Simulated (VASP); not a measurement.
A run of VASP 6.6.1 is set up as follows.

INCAR

```
SYSTEM = Rb2LiGdF6
PREC     = Accurate       ! precision mode
ENCUT    = 520            ! plane-wave cutoff, eV
EDIFF    = 1E-6           ! SCF threshold, eV
ISMEAR   = -1             ! smearing method
SIGMA    = 0.1            ! smearing width, eV
LREAL    = .False.        ! projectors in reciprocal space
LASPH    = .True.         ! aspherical terms in the spheres
NELM     = 150            ! most SCF steps
ALGO     = Normal         ! electronic algorithm
ISIF     = 2              ! what is computed and relaxed
LWAVE    = .False.        ! write WAVECAR
LCHARG   = .False.        ! write CHGCAR
ISPIN    = 2              ! spin polarisation
MAGMOM   = 0 0 7.51 0 0 0 0 0 0 0 ! initial moments
LORBIT   = 11             ! projections on sites
LMAXMIX  = 6              ! l up to which the mixer works
LDAU     = .True.         ! DFT+U
LDAUTYPE = 1            
LDAUL    = -1 3 -1 -1     ! shell
LDAUU    = 0 7.1 0 0      ! U, eV
LDAUJ    = 0 0.57 0 0   
LDAUPRINT= 1            
GGA      = PE             ! functional
NBANDS   = 56             ! bands
```

KPOINTS

```
Automatic mesh
0
Gamma
  5 5 5
  0 0 0
```

Contents of POSCAR:

```
Rb2LiGdF6
1.0
    0.0000000000      4.3867336278      4.3867336278
    4.3867336278      0.0000000000      4.3867336278
    4.3867336278      4.3867336278      0.0000000000
Rb Gd F Li
2 1 6 1
Direct
    0.2500000000      0.2500000000      0.2500000000
    0.7500000000      0.7500000000      0.7500000000
    0.0000000000      0.0000000000      0.0000000000
    0.7456911048      0.2543088952      0.2543088952
    0.2543088952      0.7456911048      0.2543088952
    0.2543088952      0.7456911048      0.7456911048
    0.7456911048      0.2543088952      0.7456911048
    0.2543088952      0.2543088952      0.7456911048
    0.7456911048      0.7456911048      0.2543088952
    0.5000000000      0.5000000000      0.5000000000
```

Potentials or basis: VASP PAW PBE potentials, release 64 (Rb_sv, Gd, F, Li_sv).

Command:

```sh
$ cat potpaw_PBE.64/Rb_sv/POTCAR potpaw_PBE.64/Gd/POTCAR potpaw_PBE.64/F/POTCAR potpaw_PBE.64/Li_sv/POTCAR > POTCAR
$ mpirun -np 1 vasp_std > vasp.out
```

(1) Predict the band gap on the k mesh.

(2) Estimate the site moments.

(3) Estimate the largest force.

(4) Estimate the net moment.

## Answers

(1) 6.69 eV.

(2) Rb +0.00; Gd +6.84; F -0.01; Li -0.00 μB.

(3) 0.021 eV/Å.

(4) 7.00 μB per cell.

Caveat: spin-orbit coupling is left out, which moves the levels of the heavy elements; an odd mesh through Γ misses points on the zone boundary, where band edges can lie; a cell with one magnetic atom can't hold antiferromagnetic order, which such compounds often take.
